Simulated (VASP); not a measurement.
# Pt (Pm-3m) in VASP: further runs

Runs on Pt. Level: PBEsol. Tasks: relaxation of cell and atoms.

All numbers are computed with VASP 6.6.1; they aren't measurements. Logs are shortened: lines on timing, memory, paths and dates and some standing lists are left out, and cuts for length are marked.

### Step 1. The cell of the first run

The structure is cubic, space group Pm-3m (No. 221). Conventional cell: a = 2.550 Å, b = 2.550 Å, c = 2.550 Å, α = 90.00°, β = 90.00°, γ = 90.00°. Pt (site symmetry m-3m) has 6 Pt at 2.55 Å within 3.4 Å.

### Step 2. Relaxation of cell and atoms, PBEsol, target pressure 20 GPa, at which the enthalpy is minimised

INCAR reads:

```
PREC = Accurate ; ENCUT = 600
EDIFF = 1E-6 ; ISMEAR = 1
SIGMA = 0.05 ; LREAL = False
LASPH = True ; NELM = 80
ALGO = Normal ; ISIF = 3
LWAVE = False ; LCHARG = False
GGA = PS ; IBRION = 2
NSW = 80 ; EDIFFG = -0.01
PSTRESS = 200.0
```

KPOINTS reads:

```
regular mesh
0
Gamma
  9 9 9
```

POSCAR reads:

```
Pt
1.0
    2.5500000000      0.0000000000      0.0000000000
    0.0000000000      2.5500000000      0.0000000000
    0.0000000000      0.0000000000      2.5500000000
Pt
1
Direct
    0.0000000000      0.0000000000      0.0000000000
```

Potentials or basis: VASP PAW PBE potentials, release 64 (Pt).

The run is started by

```
$ cat potpaw_PBE.64/Pt/POTCAR > POTCAR
$ mpirun -np 1 vasp_std > vasp.out
```

OUTCAR:

```text
PREC = Accurate
   ENCUT = 600
   EDIFF = 1E-6
   ISMEAR = 1
   LREAL = False
   LASPH = True
   NELM = 80
   ISIF = 3
   GGA = PS
   IBRION = 2
   NSW = 80
   EDIFFG = -0.01
   PSTRESS = 200.0

 ion  position               nearest neighbor table
   1  0.000  0.000  0.000-

  LATTYP: Found a simple cubic cell.
 ALAT       =     2.5500000000

  Lattice vectors:

 A1 = (   2.5500000000,   0.0000000000,   0.0000000000)
 A2 = (   0.0000000000,   2.5500000000,   0.0000000000)
 A3 = (   0.0000000000,   0.0000000000,   2.5500000000)

Analysis of symmetry for initial positions (statically):
=====================================================================
 Subroutine PRICEL returns:
 Original cell was already a primitive cell.

 Routine SETGRP: Setting up the symmetry group for a
 simple cubic supercell.

 Subroutine GETGRP returns: Found 48 space group operations
 (whereof 48 operations were pure point group operations)
 out of a pool of 48 trial point group operations.

The static configuration has the point symmetry O_h .

Analysis of symmetry for dynamics (positions and initial velocities):
=====================================================================
 Subroutine PRICEL returns:
 Original cell was already a primitive cell.

 Routine SETGRP: Setting up the symmetry group for a
 simple cubic supercell.

 Subroutine GETGRP returns: Found 48 space group operations
 (whereof 48 operations were pure point group operations)
 out of a pool of 48 trial point group operations.

The dynamic configuration has the point symmetry O_h .

 Subroutine INISYM returns: Found 48 space group operations
 (whereof 48 operations are pure point group operations),
 and found     1 'primitive' translations

----------------------------------------------------------------------------------------

                                     Primitive cell

  volume of cell :      16.5814

  direct lattice vectors                    reciprocal lattice vectors
     2.550000000  0.000000000  0.000000000     0.392156863  0.000000000  0.000000000
     0.000000000  2.550000000  0.000000000     0.000000000  0.392156863  0.000000000
     0.000000000  0.000000000  2.550000000     0.000000000  0.000000000  0.392156863

  length of vectors
     2.550000000  2.550000000  2.550000000     0.392156863  0.392156863  0.392156863

  position of ions in fractional coordinates (direct lattice)
     0.000000000  0.000000000  0.000000000

  ion indices of the primitive-cell ions
[... 80 lines left out ...]
   ISIF   =      3    stress and relaxation
   ISYM   =      2    0-nonsym 1-usesym 2-fastsym
   POTIM  = 0.5000    time-step for ionic-motion
   TEBEG  =    0.0;   TEEND  =   0.0 temperature during run
   PSTRESS=  200.0 pullay stress
   NELECT =      10.0000    total number of electrons
   NUPDOWN=      -1.0000    fix difference up-down
   EMIN   =  10.00;   EMAX   =-10.00  energy-range for DOS
   EFERMI =   0.00;   METHOD = LEGACY
   ISMEAR =     1;   SIGMA  =   0.05  broadening in eV -4-tet -1-fermi 0-gaus
   EFERMI_NEDOS =   21; number of points for ismear=-14 and -15
   IALGO  =     38    algorithm
   IMIX   =      4    mixing-type and parameters
     AMIX     =   0.40;   BMIX     =  1.00
     AMIX_MAG =   1.60;   BMIX_MAG =  1.00
  volume/ion in A,a.u.               =      16.58       111.90
  Fermi-wavevector in a.u.,A,eV,Ry     =   1.383146  2.613767 26.029204  1.913092
  Thomas-Fermi vector in A             =   2.507771
   LORBIT       =      0    0 simple, 1 ext, 2 COOP (PROOUT), +10 PAW based schemes
   GGA     = PS    functional components
   LHFCALC =     F    Hartree Fock is set to
   AEXX    =    0.0000 exact exchange contribution
   IVDW    =     0    specifies the selected vdW correction
   LEPSILON=     F    determine dielectric tensor
   LRPA    =     F    only Hartree local field effects (RPA)
 conjugate gradient relaxation of ions
 non-spin polarized calculation
 Methfessel and Paxton  Order N= 1 SIGMA  =   0.05
  energy-cutoff  :      600.00
  volume of cell :       16.58
 maximum number of plane-waves:       565
   NGX = 11   NGY = 11   NGZ = 11

--------------------------------------- Ionic step        1  -------------------------------------------

 number of electron      10.0000000 magnetization

 number of electron       9.9999998 magnetization

 Free energy of the ion-electron system (eV)
  ---------------------------------------------------
  ext. energy  EPLUGINS =         0.00000000
  ---------------------------------------------------
  free energy    TOTEN  =        -6.38856482 eV

  energy without entropy =       -6.38831487  energy(sigma->0) =       -6.38848150

------------------------ aborting loop because EDIFF is reached ----------------------------------------

  FORCE on cell =-STRESS in cart. coord.  units (eV):
  Direction    XX          YY          ZZ          XY          YZ          ZX
  --------------------------------------------------------------------------------------
  -------------------------------------------------------------------------------------
  Total        1.0903501      1.0903501      1.0903501      0.0000000      0.0000000     -0.0000000
  in kB      105.3552080    105.3552080    105.3552080      0.0000000      0.0000000     -0.0000000
  external PRESSURE =     -94.6447920 kB  Pullay stress =     200.0000000 kB
[... 24 lines left out ...]
--------------------------------------- Ionic step        2  -------------------------------------------

 number of electron       9.9999999 magnetization

 E-fermi :  12.0591     XC(G=0): -13.7844

 val. band max:       12.0518073360   @ k =   0.3333   0.1111   0.1111
 cond. band min:      12.1347318682   @ k =   0.4444   0.1111   0.1111
 fundamental gap:      0.0829245322
 Fermi energy:        12.0591338271

 k-point     1 :       0.0000    0.0000    0.0000
  band No.  band energies     occupation
      1       1.3642      2.00000
      2       4.2790      2.00000
      3       4.2790      2.00000
      4      12.6935     -0.00000
      5      12.6935     -0.00000
      6      12.6935     -0.00000
      7      28.5144      0.00000
      8      28.5144      0.00000
      9      28.5144      0.00000
[... 386 lines left out ...]
--------------------------------------- Ionic step        5  -------------------------------------------

 number of electron      10.0000002 magnetization

 Free energy of the ion-electron system (eV)
  ---------------------------------------------------
  ext. energy  EPLUGINS =         0.00000000
  ---------------------------------------------------
  free energy    TOTEN  =        -6.33593661 eV

  energy without entropy =       -6.33568298  energy(sigma->0) =       -6.33585207

 E-fermi :   9.9278     XC(G=0): -13.1333

 val. band max:        9.9100863704   @ k =   0.3333   0.1111   0.1111
 cond. band min:       9.9762573704   @ k =   0.4444   0.1111   0.1111
 fundamental gap:      0.0661709999
 Fermi energy:         9.9277988768

 k-point     1 :       0.0000    0.0000    0.0000
  band No.  band energies     occupation
      1       0.4236      2.00000
      2       3.3098      2.00000
      3       3.3098      2.00000
      4      10.4250     -0.00000
      5      10.4250     -0.00000
      6      10.4250     -0.00000
      7      25.8101      0.00000
      8      25.8101      0.00000
      9      25.8101      0.00000
[... 308 lines left out ...]
  energy  without entropy=       -6.3356829812  energy(sigma->0) =       -6.33585207

  enthalpy is  TOTEN    =        -4.3357244788 eV   P V=        2.0002121334

 reached required accuracy - stopping structural energy minimisation
```

Wall time 20 s (1 thread of Intel Xeon Platinum 8488C (Sapphire Rapids), shared host); peak memory 0.13 GiB.

Results:

```
Free energy                                            : -6.3359 eV
Relaxed volume                                         : 16.02 Å³/atom
Relaxed cell                                           : a = 2.521 Å, b = 2.521 Å, c = 2.521 Å, α = 90.00°, β = 90.00°, γ = 90.00°
Space group after relaxing (to 0.05 Å)                 : Pm-3m (No. 221)
Energy change on relaxing (the enthalpy is what falls) : +52.6 meV/atom
Ionic steps                                            : 5
Pressure after relaxing                                : 20.1 GPa
Band gap on the k mesh                                 : zero (band 5 reaches 11.97 eV, above the bottom of band 6 at 8.74 eV)
```

The path:
```
step  energy change (eV)  largest force (eV/Å)  pressure (GPa)  volume (Å³)
   1              0.0000                0.0000           10.54        16.58
   2              0.4828                0.0000           66.81        14.34
   3              0.0482                0.0000           19.40        16.06
   4              0.0513                0.0000           19.87        16.03
   5              0.0526                0.0000           20.06        16.02
```

Final structure:
```yaml
crystal:
  lattice:
    - [2.52107, 0.00000, 0.00000]
    - [0.00000, 2.52107, 0.00000]
    - [0.00000, 0.00000, 2.52107]
  atoms:
    - { symbol: Pt, position: [0.00000, 0.00000, 0.00000] }
```

Caveat: the cell is relaxed towards a set pressure, so the enthalpy falls and the energy may rise; the PAW data sets were made with another functional, which shifts forces and pressure a little; spin-orbit coupling is left out, which moves the levels of the heavy elements.

### Step 3. Relaxation of cell and atoms, PBEsol, target pressure 40 GPa, at which the enthalpy is minimised

INCAR reads:

```
PREC = Accurate ; ENCUT = 600
EDIFF = 1E-6 ; ISMEAR = 1
SIGMA = 0.05 ; LREAL = False
LASPH = True ; NELM = 60
ALGO = Normal ; ISIF = 3
LWAVE = False ; LCHARG = False
GGA = PS ; IBRION = 2
NSW = 80 ; EDIFFG = -0.01
PSTRESS = 400.0
```

KPOINTS reads:

```
Automatic mesh
0
Gamma
  9 9 9
```

POSCAR is that of step 2.

Potentials or basis: VASP PAW PBE potentials, release 64 (Pt).

The run is started by

```
$ cat potpaw_PBE.64/Pt/POTCAR > POTCAR
$ mpirun -np 1 vasp_std > vasp.out
```

Wall time 26 s (1 thread of Intel Xeon Platinum 8488C (Sapphire Rapids), shared host); peak memory 0.14 GiB.

It converged, with:

* Free energy: -6.1792 eV
* Relaxed volume: 15.17 Å³/atom
* Relaxed cell: a = 2.475 Å, b = 2.475 Å, c = 2.475 Å, α = 90.00°, β = 90.00°, γ = 90.00°
* Space group after relaxing (to 0.05 Å): Pm-3m (No. 221)
* Energy change on relaxing (the enthalpy is what falls): +209.4 meV/atom
* Ionic steps: 5
* Pressure after relaxing: 40.1 GPa
* Band gap on the k mesh: zero (band 5 reaches 13.18 eV, above the bottom of band 6 at 9.66 eV)

Step by step:
| step | energy change (eV) | largest force (eV/Å) | pressure (GPa) | volume (Å³) |
| --- | --- | --- | --- | --- |
| 1 | 0.0000 | 0.0000 | 10.54 | 16.58 |
| 2 | 5.5586 | 0.0000 | 423.49 | 10.29 |
| 3 | 0.1508 | 0.0000 | 33.34 | 15.43 |
| 4 | 0.1834 | 0.0000 | 37.13 | 15.28 |
| 5 | 0.2094 | 0.0000 | 40.06 | 15.17 |

Final structure:
```yaml
crystal:
  lattice:
    - [2.47550, 0.00000, 0.00000]
    - [0.00000, 2.47550, 0.00000]
    - [0.00000, 0.00000, 2.47550]
  atoms:
    - { symbol: Pt, position: [0.00000, 0.00000, 0.00000] }
```

Levels at points of the mesh, in eV from the Fermi level:
| k point | band 3 | band 4 | band 5 | band 6 | band 7 | band 8 |
| --- | --- | --- | --- | --- | --- | --- |
| (0.00, 0.00, 0.00) | -7.16 | 0.57 | 0.57 | 0.57 | 16.18 | 16.18 |

Caveat: the cell is relaxed towards a set pressure, so the enthalpy falls and the energy may rise; the PAW data sets were made with another functional, which shifts forces and pressure a little; spin-orbit coupling is left out, which moves the levels of the heavy elements.

[end of part 1 of 2]
